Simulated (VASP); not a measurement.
# Ti (I4/mmm) in VASP: further runs, part 2 of 2

VASP 6.6.1. Earlier steps stand in the parts before.

## Step 4: Single point, PBEsol

Input file INCAR:

```
SYSTEM = Ti
  PREC = Accurate
  ENCUT = 520
  EDIFF = 1E-7
  ISMEAR = 0
  SIGMA = 0.15
  LREAL = .FALSE.
  LASPH = .TRUE.
  NELM = 100
  ALGO = Fast
  ISIF = 2
  LWAVE = .FALSE.
  LCHARG = .TRUE.
  GGA = PS
  LELF = .TRUE.
  LVHAR = .TRUE.
  NBANDS = 12
```

Input file KPOINTS:

```
Automatic mesh
0
G
  22 22 22
  0 0 0
```

Input file POSCAR:

```
Ti
1.0
   -1.5896847914      1.5896847914      1.7486532705
    1.5896847914     -1.5896847914      1.7486532705
    1.5896847914      1.5896847914     -1.7486532705
Ti
1
Direct
    0.0000000000      0.0000000000      0.0000000000
```

Potentials or basis: VASP PAW PBE potentials, release 64 (Ti_sv).

The run is started by

```bash
$ cat potpaw_PBE.64/Ti_sv/POTCAR > POTCAR
$ mpirun -np 1 vasp_std > vasp.out
```

OUTCAR:

```text
SYSTEM = Ti
   PREC = Accurate
   ENCUT = 520
   EDIFF = 1E-7
   ISMEAR = 0
   LREAL = .FALSE.
   LASPH = .TRUE.
   NELM = 100
   ISIF = 2
   GGA = PS

 ion  position               nearest neighbor table
   1  0.000  0.000  0.000-

  LATTYP: Found a body centered tetragonal cell.
 ALAT       =     3.1793695828
 C/A-ratio  =     1.1000000000

  Lattice vectors:

 A1 = (  -1.5896847914,   1.5896847914,   1.7486532705)
 A2 = (   1.5896847914,  -1.5896847914,   1.7486532705)
 A3 = (   1.5896847914,   1.5896847914,  -1.7486532705)

Analysis of symmetry for initial positions (statically):
=====================================================================
 Subroutine PRICEL returns:
 Original cell was already a primitive cell.

 Routine SETGRP: Setting up the symmetry group for a
 body centered tetragonal supercell.

 Subroutine GETGRP returns: Found 16 space group operations
 (whereof 16 operations were pure point group operations)
 out of a pool of 16 trial point group operations.

The static configuration has the point symmetry D_4h.

Analysis of symmetry for dynamics (positions and initial velocities):
=====================================================================
 Subroutine PRICEL returns:
 Original cell was already a primitive cell.

 Routine SETGRP: Setting up the symmetry group for a
 body centered tetragonal supercell.

 Subroutine GETGRP returns: Found 16 space group operations
 (whereof 16 operations were pure point group operations)
 out of a pool of 16 trial point group operations.

The dynamic configuration has the point symmetry D_4h.

 Subroutine INISYM returns: Found 16 space group operations
 (whereof 16 operations are pure point group operations),
 and found     1 'primitive' translations

----------------------------------------------------------------------------------------

                                     Primitive cell
[... 111 lines left out ...]
  Fermi-wavevector in a.u.,A,eV,Ry     =   1.438821  2.718977 28.166848  2.070205
  Thomas-Fermi vector in A             =   2.557745
   LORBIT       =      0    0 simple, 1 ext, 2 COOP (PROOUT), +10 PAW based schemes
   GGA     = PS    functional components
   LHFCALC =     F    Hartree Fock is set to
   AEXX    =    0.0000 exact exchange contribution
   IVDW    =     0    specifies the selected vdW correction
   LEPSILON=     F    determine dielectric tensor
   LRPA    =     F    only Hartree local field effects (RPA)
 non-spin polarized calculation
 RMM-DIIS sequential band-by-band and
 Gauss-broadening in eV      SIGMA  =   0.15
  energy-cutoff  :      520.00
  volume of cell :       17.68
 maximum number of plane-waves:       490
 NGX is ok and might be reduce to    24

 number of electron      12.0000004 magnetization

 Free energy of the ion-electron system (eV)
  ---------------------------------------------------
  ext. energy  EPLUGINS =         0.00000000
  ---------------------------------------------------
  free energy    TOTEN  =        -8.22899136 eV

  energy without entropy =       -8.20118976  energy(sigma->0) =       -8.21509056

 E-fermi :   7.8022     XC(G=0): -11.5494

 val. band max:        7.8017420763   @ k =  -0.0909   0.4545   0.0455
 cond. band min:       7.8022497305   @ k =  -0.1818   0.3182   0.0455
 fundamental gap:      0.0005076542
 Fermi energy:         7.8022097613

 k-point     1 :       0.0000    0.0000    0.0000
  band No.  band energies     occupation
      1     -48.5710      2.00000
      2     -24.5436      2.00000
      3     -24.5436      2.00000
      4     -24.5357      2.00000
      5       1.8620      2.00000
      6       8.5779      0.00000
      7       8.5779      0.00000
      8       9.1859      0.00000
      9      10.0510      0.00000
     10      10.7486      0.00000
     11      24.1146      0.00000
     12      25.6538      0.00000
[... 331 lines left out ...]
 k-point    24 :      -0.4545    0.0455    0.0000
  band No.  band energies     occupation
      1     -48.4538      2.00000
      2     -25.1578      2.00000
      3     -24.7200      2.00000
      4     -24.5467      2.00000
      5       5.3216      2.00000
      6       7.7171      1.57771
      7       8.3824      0.00000
      8      10.0016      0.00000
      9      10.9124      0.00000
     10      11.7612      0.00000
     11      16.6472      0.00000
     12      21.6103      0.00000

 [... further k-points ...]
[... 5 lines left out ...]
  --------------------------------------------------------------------------------------
  -------------------------------------------------------------------------------------
  Total       -0.8033433     -0.8033433     -0.5867684      0.0000000      0.0000000      0.0000000
  in kB      -72.8158631    -72.8158631    -53.1852986      0.0000000      0.0000000      0.0000000
  external PRESSURE =     -66.2723416 kB  Pullay stress =       0.0000000 kB

 VOLUME and BASIS-vectors are now :
 -----------------------------------------------------------------------------
  energy-cutoff  :      520.00
  volume of cell :       17.68
      direct lattice vectors                 reciprocal lattice vectors
    -1.589684791  1.589684791  1.748653270     0.000000000  0.314527762  0.285934329
     1.589684791 -1.589684791  1.748653270     0.314527762  0.000000000  0.285934329
     1.589684791  1.589684791 -1.748653270     0.314527762  0.314527762  0.000000000

 POSITION                                       TOTAL-FORCE (eV/Angst)
 -----------------------------------------------------------------------------------
      0.00000      0.00000      0.00000        -0.000000      0.000000      0.000000
 -----------------------------------------------------------------------------------
    total drift:                                0.000000      0.000000      0.000000

  FREE ENERGIE OF THE ION-ELECTRON SYSTEM (eV)
  ---------------------------------------------------
  free  energy   TOTEN  =        -8.2289913555 eV

  energy  without entropy=       -8.2011897582  energy(sigma->0) =       -8.21509056
```

Wall time 5 min (1 thread of Intel Xeon Platinum 8488C (Sapphire Rapids), shared host); peak memory 0.29 GiB.

What came out:

```yaml
Free_energy: -8.2290 eV
Pressure: -6.6 GPa
Band_gap_on_the_k_mesh: zero (band 6 reaches 8.73 eV, above the bottom of band 7 at 7.18 eV)
```

Levels at points of the mesh, in eV from the Fermi level:
| k point | band 3 | band 4 | band 5 | band 6 | band 7 | band 8 | band 9 | band 10 |
| --- | --- | --- | --- | --- | --- | --- | --- | --- |
| (0.00, 0.00, 0.00) | -32.35 | -32.34 | -5.94 | 0.78 | 0.78 | 1.38 | 2.25 | 2.95 |
| (0.50, 0.00, 0.00) | -32.53 | -32.34 | -2.45 | -0.13 | 0.90 | 2.18 | 3.10 | 4.08 |
| (0.50, 0.50, 0.00) | -32.57 | -32.39 | -2.44 | -0.90 | 1.51 | 3.10 | 3.22 | 4.21 |
| (0.50, 0.50, 0.50) | -32.74 | -32.74 | -2.20 | -1.94 | 3.71 | 3.87 | 3.87 | 6.50 |

Caveat: the PAW data sets were made with another functional, which shifts forces and pressure a little.

## Step 5: Single point, PBEsol

This run uses another cell than the first one, of the same volume but with other edges.

Input file INCAR:

```
PREC     = Accurate       # precision mode
ENCUT    = 520            # plane-wave cutoff, eV
EDIFF    = 1E-6           # SCF threshold, eV
ISMEAR   = 0              # smearing method
SIGMA    = 0.15           # smearing width, eV
LREAL    = False          # projectors in reciprocal space
LASPH    = True           # aspherical terms in the spheres
NELM     = 80             # most SCF steps
ALGO     = Fast           # electronic algorithm
ISIF     = 2              # what is computed and relaxed
LWAVE    = False          # write WAVECAR
LCHARG   = False          # write CHGCAR
GGA      = PS             # functional
NBANDS   = 12             # bands
```

Input file KPOINTS:

```
regular mesh
0
Gamma
  22 22 22
```

Input file POSCAR:

```
Ti
1.0
   -1.8943961198      1.8943961198      1.2313574779
    1.8943961198     -1.8943961198      1.2313574779
    1.8943961198      1.8943961198     -1.2313574779
Ti
1
Direct
    0.0000000000      0.0000000000      0.0000000000
```

Potentials or basis: VASP PAW PBE potentials, release 64 (Ti_sv).

The run is started by

```bash
$ cat potpaw_PBE.64/Ti_sv/POTCAR > POTCAR
$ mpirun -np 1 vasp_std > vasp.out
```

OUTCAR:

```text
PREC = Accurate
   ENCUT = 520
   EDIFF = 1E-6
   ISMEAR = 0
   LREAL = False
   LASPH = True
   NELM = 80
   ISIF = 2
   GGA = PS

 ion  position               nearest neighbor table
   1  0.000  0.000  0.000-

  LATTYP: Found a body centered tetragonal cell.
 ALAT       =     3.7887922396
 C/A-ratio  =     0.6500000000

  Lattice vectors:

 A1 = (  -1.8943961198,   1.8943961198,   1.2313574779)
 A2 = (   1.8943961198,  -1.8943961198,   1.2313574779)
 A3 = (   1.8943961198,   1.8943961198,  -1.2313574779)

Analysis of symmetry for initial positions (statically):
=====================================================================
 Subroutine PRICEL returns:
 Original cell was already a primitive cell.

 Routine SETGRP: Setting up the symmetry group for a
 body centered tetragonal supercell.

 Subroutine GETGRP returns: Found 16 space group operations
 (whereof 16 operations were pure point group operations)
 out of a pool of 16 trial point group operations.

The static configuration has the point symmetry D_4h.

Analysis of symmetry for dynamics (positions and initial velocities):
=====================================================================
 Subroutine PRICEL returns:
 Original cell was already a primitive cell.

 Routine SETGRP: Setting up the symmetry group for a
 body centered tetragonal supercell.

 Subroutine GETGRP returns: Found 16 space group operations
 (whereof 16 operations were pure point group operations)
 out of a pool of 16 trial point group operations.

The dynamic configuration has the point symmetry D_4h.

 Subroutine INISYM returns: Found 16 space group operations
 (whereof 16 operations are pure point group operations),
 and found     1 'primitive' translations

----------------------------------------------------------------------------------------

                                     Primitive cell

  volume of cell :      17.6761

  direct lattice vectors                    reciprocal lattice vectors
    -1.894396120  1.894396120  1.231357478     0.000000000  0.263936351  0.406055925
     1.894396120 -1.894396120  1.231357478     0.263936351  0.000000000  0.406055925
     1.894396120  1.894396120 -1.231357478     0.263936351  0.263936351  0.000000000

  length of vectors
     2.948510566  2.948510566  2.948510566     0.484297235  0.484297235  0.373262368

  position of ions in fractional coordinates (direct lattice)
     0.000000000  0.000000000  0.000000000

  ion indices of the primitive-cell ions
   primitive index   ion index
                 1           1

----------------------------------------------------------------------------------------

 KPOINTS: regular mesh

Automatic generation of k-mesh.
 Grid dimensions read from file:
 generate k-points for:   22   22   22

 Generating k-lattice:

  Cartesian coordinates                     Fractional coordinates (reciprocal lattice)
     0.000000000  0.011997107  0.018457088     0.045454545  0.000000000  0.000000000
     0.011997107  0.000000000  0.018457088     0.000000000  0.045454545  0.000000000
     0.011997107  0.011997107  0.000000000     0.000000000  0.000000000  0.045454545

  Length of vectors
     0.022013511  0.022013511  0.016966471

  Shift w.r.t. Gamma in fractional coordinates (k-lattice)
     0.000000000  0.000000000  0.000000000

 Subroutine IBZKPT returns following result:
 ===========================================

 Found    834 irreducible k-points:

 Following reciprocal coordinates:
            Coordinates               Weight
  0.000000  0.000000  0.000000      1.000000
  0.045455 -0.000000  0.000000      8.000000
  0.090909 -0.000000  0.000000      8.000000
  0.136364  0.000000  0.000000      8.000000
  0.181818  0.000000  0.000000      8.000000
  0.227273 -0.000000  0.000000      8.000000
[... 16 lines left out ...]
  0.500000  0.045455  0.000000     16.000000
 -0.454545  0.045455  0.000000     16.000000
 [... further k-points ...]
   k-points           NKPTS =    834   k-points in BZ     NKDIM =    834   number of bands    NBANDS=     12
   number of dos      NEDOS =    301   number of ions     NIONS =      1
   total plane-waves  NPLWV =  13824
   dimension x,y,z NGX =    24 NGY =   24 NGZ =   24
   dimension x,y,z NGXF=    48 NGYF=   48 NGZF=   48
   ions per type =               1
   NGX,Y,Z   is equivalent  to a cutoff of  13.53, 13.53, 13.53 a.u.
   NGXF,Y,Z  is equivalent  to a cutoff of  27.06, 27.06, 27.06 a.u.
 SYSTEM =  unknown system
   PREC   = accura    normal or accurate (medium, high low for compatibility)
   ISTART =      0    job   : 0-new  1-cont  2-samecut
   ICHARG =      2    charge: 1-file 2-atom 10-const
   ISPIN  =      1    spin polarized calculation?
   LNONCOLLINEAR =      F non collinear calculations
   LSORBIT =      F    spin-orbit coupling
   LASPH  =      T    aspherical Exc in radial PAW
   ENCUT  =  520.0 eV  38.22 Ry    6.18 a.u.   5.48  5.48  5.48*2*pi/ulx,y,z
   NELM   =     80;   NELMIN=  2; NELMDL= -5     # of ELM steps
   EDIFF  = 0.1E-05   stopping-criterion for ELM
   LREAL  =      F    real-space projection
   EDIFFG = 0.1E-04   stopping-criterion for IOM
   NSW    =      0    number of steps for IOM
   IBRION =     -1    ionic relax: 0-MD 1-quasi-New 2-CG
   NFREE  =      0    steps in history (QN), initial steepest desc. (CG)
   ISIF   =      2    stress and relaxation
   ISYM   =      2    0-nonsym 1-usesym 2-fastsym
   POTIM  = 0.5000    time-step for ionic-motion
   TEBEG  =    0.0;   TEEND  =   0.0 temperature during run
   PSTRESS=    0.0 pullay stress
   NELECT =      12.0000    total number of electrons
   NUPDOWN=      -1.0000    fix difference up-down
   EMIN   =  10.00;   EMAX   =-10.00  energy-range for DOS
   EFERMI =   0.00;   METHOD = LEGACY
   ISMEAR =     0;   SIGMA  =   0.15  broadening in eV -4-tet -1-fermi 0-gaus
   EFERMI_NEDOS =   21; number of points for ismear=-14 and -15
   IALGO  =     68    algorithm
   IMIX   =      4    mixing-type and parameters
     AMIX     =   0.40;   BMIX     =  1.00
     AMIX_MAG =   1.60;   BMIX_MAG =  1.00
  volume/ion in A,a.u.               =      17.68       119.28
  Fermi-wavevector in a.u.,A,eV,Ry     =   1.438821  2.718977 28.166848  2.070205
  Thomas-Fermi vector in A             =   2.557745
   LORBIT       =      0    0 simple, 1 ext, 2 COOP (PROOUT), +10 PAW based schemes
   GGA     = PS    functional components
   LHFCALC =     F    Hartree Fock is set to
   AEXX    =    0.0000 exact exchange contribution
   IVDW    =     0    specifies the selected vdW correction
   LEPSILON=     F    determine dielectric tensor
   LRPA    =     F    only Hartree local field effects (RPA)
 non-spin polarized calculation
 RMM-DIIS sequential band-by-band and
 Gauss-broadening in eV      SIGMA  =   0.15
  energy-cutoff  :      520.00
  volume of cell :       17.68
 maximum number of plane-waves:       496
 NGX is ok and might be reduce to    24

 number of electron      11.9999999 magnetization

 Free energy of the ion-electron system (eV)
  ---------------------------------------------------
  ext. energy  EPLUGINS =         0.00000000
  ---------------------------------------------------
  free energy    TOTEN  =        -8.02156776 eV

  energy without entropy =       -8.01016567  energy(sigma->0) =       -8.01586671

 E-fermi :   7.7222     XC(G=0): -11.4740

 val. band max:        7.7218049858   @ k =  -0.1364   0.3182   0.1364
 cond. band min:       7.7231732153   @ k =  -0.1818  -0.2273   0.1818
 fundamental gap:      0.0013682295
 Fermi energy:         7.7222056788

 k-point     1 :       0.0000    0.0000    0.0000
  band No.  band energies     occupation
      1     -48.5333      2.00000
      2     -24.5631      2.00000
      3     -24.5631      2.00000
      4     -23.9989      2.00000
      5       1.9619      2.00000
      6       7.0938      2.00000
      7       7.6276      1.62751
      8      10.9151      0.00000
      9      10.9151      0.00000
     10      11.1705      0.00000
     11      22.1128      0.00000
     12      22.1134      0.00000
[... 331 lines left out ...]
 k-point    24 :      -0.4545    0.0455    0.0000
  band No.  band energies     occupation
      1     -48.2363      2.00000
      2     -25.4242      2.00000
      3     -24.6089      2.00000
      4     -24.5817      2.00000
      5       5.5312      2.00000
      6       6.7196      2.00000
      7      10.0596      0.00000
      8      10.3320      0.00000
      9      11.2765      0.00000
     10      11.9419      0.00000
     11      19.1032      0.00000
     12      20.7692      0.00000

 [... further k-points ...]
[... 5 lines left out ...]
  --------------------------------------------------------------------------------------
  -------------------------------------------------------------------------------------
  Total       -1.3198282     -1.3198282      0.9197791      0.0000000      0.0000000      0.0000000
  in kB     -119.6305955   -119.6305955     83.3697242      0.0000000      0.0000000      0.0000000
  external PRESSURE =     -51.9638222 kB  Pullay stress =       0.0000000 kB

 VOLUME and BASIS-vectors are now :
 -----------------------------------------------------------------------------
  energy-cutoff  :      520.00
  volume of cell :       17.68
      direct lattice vectors                 reciprocal lattice vectors
    -1.894396120  1.894396120  1.231357478     0.000000000  0.263936351  0.406055925
     1.894396120 -1.894396120  1.231357478     0.263936351  0.000000000  0.406055925
     1.894396120  1.894396120 -1.231357478     0.263936351  0.263936351  0.000000000

 POSITION                                       TOTAL-FORCE (eV/Angst)
 -----------------------------------------------------------------------------------
      0.00000      0.00000      0.00000        -0.000000     -0.000000      0.000000
 -----------------------------------------------------------------------------------
    total drift:                                0.000000      0.000000      0.000000

  FREE ENERGIE OF THE ION-ELECTRON SYSTEM (eV)
  ---------------------------------------------------
  free  energy   TOTEN  =        -8.0215677557 eV

  energy  without entropy=       -8.0101656714  energy(sigma->0) =       -8.01586671
```

Run time: 3.8 min. Hardware: 1 thread of Intel Xeon Platinum 8488C (Sapphire Rapids), shared host; peak memory 0.28 GiB.

What came out:

* Free energy: -8.0216 eV
* Pressure: -5.2 GPa
* Band gap on the k mesh: zero (band 6 reaches 8.13 eV, above the bottom of band 7 at 7.40 eV)

Stress tensor (GPa, compression positive):
```
-11.96   0.00   0.00
  0.00 -11.96   0.00
  0.00   0.00   8.34
```

Caveat: the PAW data sets were made with another functional, which shifts forces and pressure a little.

## Step 6: Summary

| cell | further INCAR settings | gap on the mesh (eV) | pressure (GPa) |
| --- | --- | --- | --- |
| a = 2.888 Å, angles 117.3, 117.3, 94.8°, 1 atom | ALGO = Fast; EDIFF = 1e-06; NBANDS = 12 | none | -6.2 |
| a = 2.847 Å, angles 107.3, 107.3, 113.9°, 1 atom | ALGO = Fast; EDIFF = 1e-06; NBANDS = 12 | none | -6.8 |
| a = 2.848 Å, angles 112.1, 112.1, 104.2°, 1 atom | ALGO = Fast; EDIFF = 1e-07; NBANDS = 12 | none | -6.6 |
| a = 2.949 Å, angles 100.0, 100.0, 130.6°, 1 atom | ALGO = Fast; EDIFF = 1e-06; NBANDS = 12 | none | -5.2 |

Alike in all rows: task single point; level PBEsol; potentials or basis VASP PAW PBE potentials, release 64 (Ti_sv); no spin polarisation; k mesh 22 × 22 × 22; cutoff (eV) 520; smearing gaussian 0.15 eV.

Caveats: the PAW data sets were made with another functional, which shifts forces and pressure a little.

Total energies depend on the potentials used, so only differences within one code and one set of settings carry meaning.
